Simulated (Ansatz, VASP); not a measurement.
## Be2Se3: VASP beside Ansatz

```xyz
5
Lattice="2.7766 -3.6618 0.0035 2.7766 3.6618 0.0035 -1.0086 0.0000 5.5390" Properties=species:S:1:pos:R:3 pbc="T T T"
Be    0.9376    0.0000    1.1028
Be    3.6069    0.0000    4.4432
Se    4.3588    0.0000    1.0231
Se    0.1857    0.0000    4.5229
Se    2.2722    0.0000    2.7730
```

Change from the starting cell: species swapped into the Mg2C3 type (C2/m, No. 12).

Alike in both runs: functional PBE; k mesh 10 × 10 × 8; occupations gaussian, width 0.1 eV; no spin polarisation.

Ansatz relaxed the structure, and its values are those at the end. VASP's run is a single point on that final structure, the one shown.

```csv
,VASP,Ansatz
version,VASP 6.6.1,Ansatz 0.2.0
potentials or method,"VASP PAW PBE potentials, release 64 (Be, Se), cutoff 520 eV","scalar-relativistic, plane waves, PAW"
valence electrons in the cell,22,52
```

VASP gave:

```
gap on the k mesh at the Fermi level (eV) : none
pressure (GPa)                            : 0.1
rms of the force components (eV/Å)        : 0.009
```

**Question.** Which values does Ansatz return?

**Answer.** gap on the k mesh at the Fermi level (eV): none; pressure (GPa): 0.0; rms of the force components (eV/Å): 0.001.

A gap of «none» marks a metal or a gap that the smearing closes. VASP's potentials hold 22 valence electrons a cell and Ansatz's 52, so a difference there can come from the potentials and not from the codes.
